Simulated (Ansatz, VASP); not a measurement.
## Re: VASP beside Ansatz

The input INCAR:

```
SYSTEM = Re
PREC = Accurate
ENCUT = 500
EDIFF = 1E-6
ISMEAR = 0
SIGMA = 0.1
LREAL = .FALSE.
LASPH = .TRUE.
NELM = 120
ALGO = Normal
ISIF = 2
LWAVE = .FALSE.
LCHARG = .FALSE.
GGA = PS
NBANDS = 14
GGA_COMPAT = .FALSE.
```

The input KPOINTS:

```
regular mesh
0
G
  9 9 8
  0 0 0
```

Contents of POSCAR:

```
Re
1.0
    2.6496832329      0.0000000000      0.0000000000
   -1.3248416165      2.2946929917      0.0000000000
    0.0000000000      0.0000000000      2.4757977708
Re
1
Direct
    0.0000000000      0.0000000000      0.0000000000
```

Input for Ansatz:

```yaml
crystal:
  lattice:
    - [2.6496832329, 0.0, 0.0]
    - [-1.3248416165, 2.2946929917, 0.0]
    - [0.0, 0.0, 2.4757977708]
  atoms:
    - { symbol: Re, position: [0.0, 0.0, 0.0] }
basis:
  ecutwfc: 420
kpoints:
  mp_grid: { grid: [9, 9, 8] }
hamiltonian:
  xc: pbesol
scf:
  occupations: { method: gaussian, width: 0.1 }
  lower_state_search: "off"
output:
  forces: true
  stress: true
  eigenvalues: true
```

Alike in both runs: task single point; functional PBEsol; k mesh 9 × 9 × 8; occupations gaussian, width 0.1 eV; no spin polarisation.

```csv
,VASP,Ansatz
version,VASP 6.6.1,Ansatz 0.2.0
potentials or method,"VASP PAW PBE potentials, release 64 (Re_sv_GW), cutoff 500 eV","scalar-relativistic, plane waves, PAW"
valence electrons in the cell,15,15
```

VASP gave:

- gap on the k mesh at the Fermi level (eV): none
- pressure (GPa): 16.5
- traceless stress, the component that is largest in VASP (GPa): -20.49

Task: What did Ansatz give for the same quantities?

Result: gap on the k mesh at the Fermi level (eV): none; pressure (GPa): 19.1; traceless stress, the component that is largest in VASP (GPa): -20.54.

VASP's potentials were made for PBE, not for PBEsol. A gap of «none» marks a metal or a gap that the smearing closes.

Spin-orbit coupling is off throughout.
